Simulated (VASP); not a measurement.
# Cu2O (m.bso) (Pn-3m) in VASP: single point with PBE

Aim: the single point of Cu2O (m.bso) with PBE.

All numbers are computed with VASP 6.6.1; they aren't measurements. Logs are shortened: lines on timing, memory, paths and dates and some standing lists are left out, and cuts for length are marked.

**1. The cell of the first run**

The structure is cubic, space group Pn-3m (No. 224). The conventional cell has a = 4.299 Å, b = 4.299 Å, c = 4.299 Å, α = 90.00°, β = 90.00°, γ = 90.00°. Cu (site symmetry -3m) has 2 O at 1.86 Å within 2.5 Å. O (site symmetry -43m) has 4 Cu at 1.86 Å within 2.5 Å.

**2. Single point, PBE, non-collinear spin, zero start, spin-orbit coupling**

INCAR

```
PREC = Accurate
ENCUT = 600
EDIFF = 1E-6
ISMEAR = 0
SIGMA = 0.1
LREAL = F
LASPH = T
NELM = 200
ALGO = Normal
ISIF = 2
LWAVE = F
LCHARG = F
MAGMOM = 0 0 0 0 0 0 0 0 0 0 0 0 0 0 0 0 0 0
LORBIT = 11
LSORBIT = T
GGA_COMPAT = F
LORBMOM = T
LMAXMIX = 4
GGA = PE
NBANDS = 72
```

KPOINTS

```
Automatic mesh
0
Gamma
  8 8 8
```

POSCAR

```
Cu2O
1.0
    4.2989503182      0.0000000000      0.0000000000
    0.0000000000      4.2989503182      0.0000000000
    0.0000000000      0.0000000000      4.2989503182
Cu O
4 2
Direct
    0.2500000000      0.2500000000      0.2500000000
    0.7500000000      0.7500000000      0.2500000000
    0.7500000000      0.2500000000      0.7500000000
    0.2500000000      0.7500000000      0.7500000000
    0.0000000000      0.0000000000      0.0000000000
    0.5000000000      0.5000000000      0.5000000000
```

Potentials or basis: VASP PAW PBE potentials, release 64 (Cu, O).

Launch:

```console
> cat potpaw_PBE.64/Cu/POTCAR potpaw_PBE.64/O/POTCAR > POTCAR
> mpirun -np 1 vasp_ncl > vasp.out
```

OUTCAR:

```text
PREC = Accurate
   ENCUT = 600
   EDIFF = 1E-6
   ISMEAR = 0
   LREAL = F
   LASPH = T
   NELM = 200
   ISIF = 2
   LORBIT = 11
   LSORBIT = T
   GGA = PE

 ion  position               nearest neighbor table
   1  0.250  0.250  0.250-   5 1.86   6 1.86
   2  0.750  0.750  0.250-   5 1.86   6 1.86
   3  0.750  0.250  0.750-   5 1.86   6 1.86
   4  0.250  0.750  0.750-   5 1.86   6 1.86
   5  0.000  0.000  0.000-   1 1.86   2 1.86   3 1.86   4 1.86
   6  0.500  0.500  0.500-   1 1.86   2 1.86   3 1.86   4 1.86

  LATTYP: Found a simple cubic cell.
 ALAT       =     4.2989503182

  Lattice vectors:

 A1 = (   4.2989503182,   0.0000000000,   0.0000000000)
 A2 = (   0.0000000000,   4.2989503182,   0.0000000000)
 A3 = (   0.0000000000,   0.0000000000,   4.2989503182)

Analysis of symmetry for initial positions (statically):
=====================================================================
 Subroutine PRICEL returns:
 Original cell was already a primitive cell.

 Routine SETGRP: Setting up the symmetry group for a
 simple cubic supercell.

 Subroutine GETGRP returns: Found 48 space group operations
 (whereof 24 operations were pure point group operations)
 out of a pool of 48 trial point group operations.

The static configuration has the point symmetry T_d .
 The point group associated with its full space group is O_h .

Analysis of symmetry for dynamics (positions and initial velocities):
=====================================================================
 Subroutine PRICEL returns:
 Original cell was already a primitive cell.

 Routine SETGRP: Setting up the symmetry group for a
 simple cubic supercell.

 Subroutine GETGRP returns: Found 48 space group operations
 (whereof 24 operations were pure point group operations)
 out of a pool of 48 trial point group operations.

The dynamic configuration has the point symmetry T_d .
 The point group associated with its full space group is O_h .

Analysis of structural, dynamic, and magnetic symmetry:
=====================================================================
 Subroutine PRICEL returns:
 Original cell was already a primitive cell.

 Routine SETGRP: Setting up the symmetry group for a
 simple cubic supercell.

 Subroutine GETGRP returns: Found 48 space group operations
 (whereof 24 operations were pure point group operations)
 out of a pool of 48 trial point group operations.

The overall configuration has the point symmetry T_d .
 The point group associated with its full space group is O_h .

 Subroutine INISYM returns: Found 48 space group operations
 (whereof 24 operations are pure point group operations),
 and found     1 'primitive' translations

----------------------------------------------------------------------------------------

                                     Primitive cell

  volume of cell :      79.4488

  direct lattice vectors                    reciprocal lattice vectors
     4.298950318  0.000000000  0.000000000     0.232614924  0.000000000  0.000000000
     0.000000000  4.298950318  0.000000000     0.000000000  0.232614924  0.000000000
     0.000000000  0.000000000  4.298950318     0.000000000  0.000000000  0.232614924

  length of vectors
     4.298950318  4.298950318  4.298950318     0.232614924  0.232614924  0.232614924

  position of ions in fractional coordinates (direct lattice)
     0.250000000  0.250000000  0.250000000
     0.750000000  0.750000000  0.250000000
     0.750000000  0.250000000  0.750000000
     0.250000000  0.750000000  0.750000000
     0.000000000  0.000000000  0.000000000
     0.500000000  0.500000000  0.500000000

  ion indices of the primitive-cell ions
   primitive index   ion index
                 1           1
                 2           2
                 3           3
                 4           4
                 5           5
                 6           6

----------------------------------------------------------------------------------------

 KPOINTS: Automatic mesh

Automatic generation of k-mesh.
 Grid dimensions read from file:
 generate k-points for:    8    8    8

 Generating k-lattice:

  Cartesian coordinates                     Fractional coordinates (reciprocal lattice)
     0.029076865  0.000000000  0.000000000     0.125000000  0.000000000  0.000000000
     0.000000000  0.029076865  0.000000000     0.000000000  0.125000000  0.000000000
     0.000000000  0.000000000  0.029076865     0.000000000  0.000000000  0.125000000

  Length of vectors
     0.029076865  0.029076865  0.029076865

[... 81 lines left out ...]
   IVDW    =     0    specifies the selected vdW correction
   LEPSILON=     F    determine dielectric tensor
   LRPA    =     F    only Hartree local field effects (RPA)
 Gauss-broadening in eV      SIGMA  =   0.10
  energy-cutoff  :      600.00
  volume of cell :       79.45
 maximum number of plane-waves:      5360
 NGX is ok and might be reduce to    36
   NGX = 17   NGY = 17   NGZ = 17

 number of electron      55.9999966 magnetization      -0.0000000      0.0000000     -0.0000000

 number of electron      55.9999966 magnetization      -0.0000000     -0.0000000     -0.0000000

 number of electron      55.9999966 magnetization       0.0000000      0.0000000      0.0000000

 number of electron      55.9999966 magnetization       0.0000000     -0.0000000      0.0000000

 Free energy of the ion-electron system (eV)
  ---------------------------------------------------
  ext. energy  EPLUGINS =         0.00000000
  ---------------------------------------------------
  free energy    TOTEN  =       -27.31719201 eV

  energy without entropy =      -27.31718708  energy(sigma->0) =      -27.31718954

 E-fermi :   4.7579     XC(G=0): -10.8995

 val. band max:        4.5594074284   @ k =   0.0000   0.0000   0.0000
 cond. band min:       4.9535758763   @ k =   0.0000   0.0000   0.0000
 fundamental gap:      0.3941684479
 Fermi energy:         4.7578923961

 k-point     1 :       0.0000    0.0000    0.0000
  band No.  band energies     occupation
      1     -15.4664      1.00000
      2     -15.4664      1.00000
      3     -14.7797      1.00000
      4     -14.7797      1.00000
      5      -2.5508      1.00000
      6      -2.5508      1.00000
[... 1693 lines left out ...]
     67      10.4067      0.00000
     68      10.4067      0.00000

 [... further k-points ...]

 [bands above 68 left out]

------------------------ aborting loop because EDIFF is reached ----------------------------------------

  FORCE on cell =-STRESS in cart. coord.  units (eV):
  Direction    XX          YY          ZZ          XY          YZ          ZX
  --------------------------------------------------------------------------------------
  -------------------------------------------------------------------------------------
  Total        0.3650162      0.3650162      0.3650162      0.0000000     -0.0000000     -0.0000000
  in kB        7.3609768      7.3609768      7.3609768      0.0000000     -0.0000000     -0.0000000
  external PRESSURE =       7.3609768 kB  Pullay stress =       0.0000000 kB

 VOLUME and BASIS-vectors are now :
 -----------------------------------------------------------------------------
  energy-cutoff  :      600.00
  volume of cell :       79.45
      direct lattice vectors                 reciprocal lattice vectors
     4.298950318  0.000000000  0.000000000     0.232614924  0.000000000  0.000000000
     0.000000000  4.298950318  0.000000000     0.000000000  0.232614924  0.000000000
     0.000000000  0.000000000  4.298950318     0.000000000  0.000000000  0.232614924

 POSITION                                       TOTAL-FORCE (eV/Angst)
 -----------------------------------------------------------------------------------
      1.07474      1.07474      1.07474         0.000000     -0.000000     -0.000000
      3.22421      3.22421      1.07474        -0.000000      0.000000     -0.000000
      3.22421      1.07474      3.22421         0.000000      0.000000      0.000000
      1.07474      3.22421      3.22421        -0.000000     -0.000000      0.000000
      0.00000      0.00000      0.00000         0.000000     -0.000000      0.000000
      2.14948      2.14948      2.14948         0.000000     -0.000000      0.000000
 -----------------------------------------------------------------------------------
    total drift:                                0.000000      0.000000      0.000000

  FREE ENERGIE OF THE ION-ELECTRON SYSTEM (eV)
  ---------------------------------------------------
  free  energy   TOTEN  =       -27.3171920060 eV

  energy  without entropy=      -27.3171870762  energy(sigma->0) =      -27.31718954

 orbital moment (x)

 # of ion     p       d       tot
 ----------------------------------------
  1         0.000  -0.000  -0.000
  2        -0.000   0.000   0.000
  3        -0.000   0.000   0.000
  4         0.000   0.000   0.000
  5        -0.000   0.000  -0.000
  6         0.000   0.000   0.000
 ----------------------------------------
            0.000   0.000   0.000

 orbital moment (y)

 # of ion     p       d       tot
 ----------------------------------------
  1        -0.000  -0.000  -0.000
  2         0.000  -0.000  -0.000
  3         0.000  -0.000  -0.000
  4         0.000   0.000   0.000
  5        -0.000   0.000  -0.000
  6        -0.000   0.000  -0.000
 ----------------------------------------
            0.000  -0.000  -0.000

 orbital moment (z)

 # of ion     p       d       tot
 ----------------------------------------
  1         0.000  -0.000  -0.000
  2         0.000  -0.000  -0.000
  3         0.000   0.000   0.000
  4         0.000  -0.000  -0.000
  5         0.000   0.000   0.000
  6         0.000   0.000   0.000
 ----------------------------------------
            0.000  -0.000  -0.000

 Spin-Orbit-Coupling matrix elements

 Ion:    1  E_soc:     -0.0123370
 l=   1
     0.0000000    -0.0002059    -0.0002059
    -0.0002059     0.0000000    -0.0002059
    -0.0002059    -0.0002059     0.0000000
 l=   2
     0.0000000    -0.0004724     0.0000000    -0.0004724    -0.0013779
    -0.0004724     0.0000000    -0.0010334    -0.0004724    -0.0003445
     0.0000000    -0.0010334     0.0000000    -0.0010334     0.0000000
    -0.0004724    -0.0004724    -0.0010334     0.0000000    -0.0003445
    -0.0013779    -0.0003445     0.0000000    -0.0003445     0.0000000
 l=   3
     0.0000000     0.0000000     0.0000000     0.0000000     0.0000000     0.0000000     0.0000000
     0.0000000     0.0000000     0.0000000     0.0000000     0.0000000     0.0000000     0.0000000
     0.0000000     0.0000000     0.0000000     0.0000000     0.0000000     0.0000000     0.0000000
     0.0000000     0.0000000     0.0000000     0.0000000     0.0000000     0.0000000     0.0000000
[... 89 lines left out ...]
 l=   2
     0.0000000     0.0000000     0.0000000     0.0000000     0.0000000
     0.0000000     0.0000000     0.0000000     0.0000000     0.0000000
     0.0000000     0.0000000     0.0000000     0.0000000     0.0000000
     0.0000000     0.0000000     0.0000000     0.0000000     0.0000000
     0.0000000     0.0000000     0.0000000     0.0000000     0.0000000
 l=   3
     0.0000000     0.0000000     0.0000000     0.0000000     0.0000000     0.0000000     0.0000000
     0.0000000     0.0000000     0.0000000     0.0000000     0.0000000     0.0000000     0.0000000
     0.0000000     0.0000000     0.0000000     0.0000000     0.0000000     0.0000000     0.0000000
     0.0000000     0.0000000     0.0000000     0.0000000     0.0000000     0.0000000     0.0000000
     0.0000000     0.0000000     0.0000000     0.0000000     0.0000000     0.0000000     0.0000000
     0.0000000     0.0000000     0.0000000     0.0000000     0.0000000     0.0000000     0.0000000
     0.0000000     0.0000000     0.0000000     0.0000000     0.0000000     0.0000000     0.0000000

 total charge

# of ion       s       p       d       tot
------------------------------------------
    1        0.416   0.309   9.224   9.949
    2        0.416   0.309   9.224   9.949
    3        0.416   0.309   9.224   9.949
    4        0.416   0.309   9.224   9.949
    5        1.541   3.471   0.000   5.012
    6        1.541   3.471   0.000   5.012
--------------------------------------------------
tot          4.745   8.179  36.895  49.820

 magnetization (x)

# of ion       s       p       d       tot
------------------------------------------
    1       -0.000  -0.000   0.000  -0.000
    2        0.000   0.000   0.000   0.000
    3       -0.000  -0.000  -0.000  -0.000
    4        0.000  -0.000  -0.000  -0.000
    5        0.000   0.000   0.000   0.000
    6        0.000   0.000   0.000   0.000
--------------------------------------------------
tot          0.000   0.000   0.000   0.000

 magnetization (y)

# of ion       s       p       d       tot
------------------------------------------
    1       -0.000  -0.000   0.000  -0.000
    2        0.000  -0.000  -0.000  -0.000
    3        0.000  -0.000  -0.000   0.000
    4        0.000  -0.000  -0.000  -0.000
    5        0.000   0.000   0.000   0.000
    6        0.000   0.000   0.000   0.000
--------------------------------------------------
tot          0.000  -0.000  -0.000  -0.000

 magnetization (z)

# of ion       s       p       d       tot
------------------------------------------
    1       -0.000   0.000   0.000   0.000
    2       -0.000  -0.000  -0.000  -0.000
    3        0.000  -0.000   0.000   0.000
    4       -0.000  -0.000  -0.000  -0.000
    5       -0.000   0.000   0.000   0.000
    6        0.000   0.000   0.000   0.000
--------------------------------------------------
tot         -0.000   0.000  -0.000   0.000
```

Run time: 18 min. Hardware: 1 thread of Intel Xeon 8259CL, shared host; peak memory 0.59 GiB.

What came out:

- Free energy: -27.3172 eV
- Pressure: 0.7 GPa
- Net moment: 0.00 μB per cell
- Valence electrons inside the program's atomic spheres: Cu 9.95; O 5.01

Moments on the atoms (μB; x, y, z):
```
Cu  0.00 0.00 0.00
Cu  0.00 0.00 0.00
Cu  0.00 0.00 0.00
Cu  0.00 0.00 0.00
O   0.00 0.00 0.00
O   0.00 0.00 0.00
```
